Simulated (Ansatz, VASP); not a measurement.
## Two plane-wave programs on Mn

```
Mn
1.0
     2.28768    0.00000    0.00000
     0.00000    2.28768    0.00000
     0.00000    0.00000    2.28768
Mn
1
Direct
  0.00000 0.00000 0.00000
```

Alike in both runs: functional PBE; k mesh 14 × 14 × 14; occupations fermi-dirac, width 0.05 eV; collinear spin.

Ansatz relaxed the structure, and its values are those at the end. VASP's run is a single point on that final structure, the one shown.

```csv
,VASP,Ansatz
version,VASP 6.6.1,Ansatz 0.2.0
potentials or method,"VASP PAW PBE potentials, release 64 (Mn_pv)","PAW with Ansatz's default frozen-core files, scalar-relativistic"
plane-wave cutoff (eV),520,420
valence electrons in the cell,13,15
```

Ansatz gave:

| Item | Value |
| --- | --- |
| pressure (GPa) | 0.0 |
| net moment per atom (μB) | 0.47 |
| size of the moment on the site where the two differ most (μB) | 0.45 |

What did VASP give for the same quantities?

Pressure (GPa): 0.2; net moment per atom (μB): 0.47; size of the moment on the site where the two differ most (μB): 0.47.

Site moments also hang on the region over which each program counts them. VASP's potentials hold 13 valence electrons a cell and Ansatz's 15, so a difference there can come from the potentials and not from the codes. Ansatz's warnings: seeded moment not kept.
